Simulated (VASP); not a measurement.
Write the native input for VASP 6.6.1 that does the following.

- Task: single point
- Functional: PBE
- Potentials or basis: VASP PAW PBE potentials, release 64 (K_sv, Br)
- Cutoff: 520 eV
- k mesh: 6 × 6 × 6
- Occupations: gaussian, width 0.05 eV
- Spin: no spin polarisation
- Dipole correction: no
- Further INCAR settings: ALGO = Normal; EDIFF = 1e-07; NBANDS = 15

The structure of KBr lies in POSCAR:

```
KBr
1.0
    0.0000000000      3.2925000000      3.2925000000
    3.2925000000      0.0000000000      3.2925000000
    3.2925000000      3.2925000000      0.0000000000
K Br
1 1
Direct
   -0.0341685649     -0.0341685649      0.0341685649
    0.5000000000      0.5000000000      0.5000000000
```

This cell differs from its parent crystal: all K atoms moved +0.225 Å, as atom 1 towards its neighbour atom 2 (Br) at 3.292 Å.

The input as run:

INCAR

```
PREC     = Accurate       # precision mode
ENCUT    = 520            # plane-wave cutoff, eV
EDIFF    = 1E-7           # SCF threshold, eV
ISMEAR   = 0              # smearing method
SIGMA    = 0.05           # smearing width, eV
LREAL    = F              # projectors in reciprocal space
LASPH    = T              # aspherical terms in the spheres
NELM     = 60             # most SCF steps
ALGO     = Normal         # electronic algorithm
ISIF     = 2              # what is computed and relaxed
LWAVE    = F              # write WAVECAR
LCHARG   = T              # write CHGCAR
GGA      = PE             # functional
LELF     = T              # ELF
LVHAR    = T            
NBANDS   = 15             # bands
```

KPOINTS

```
Automatic mesh
0
Gamma
  6 6 6
```

Potentials or basis: VASP PAW PBE potentials, release 64 (K_sv, Br).

The run is started by

```bash
$ cat potpaw_PBE.64/K_sv/POTCAR potpaw_PBE.64/Br/POTCAR > POTCAR
$ mpirun -np 1 vasp_std > vasp.out
```

It gave:

The pressure is 1.2 GPa. The largest force is 0.334 eV/Å and the band gap on the k mesh is 4.47 eV, direct.

Caveat: the cell differs from its parent crystal (all K atoms moved +0.225 Å, as atom 1 towards its neighbour atom 2 (Br) at 3.292 Å).

Run time: 15 s on 1 thread of Intel(R) Xeon(R) 6975P-C (Granite Rapids), with other jobs on the host, peak memory 0.21 GiB.
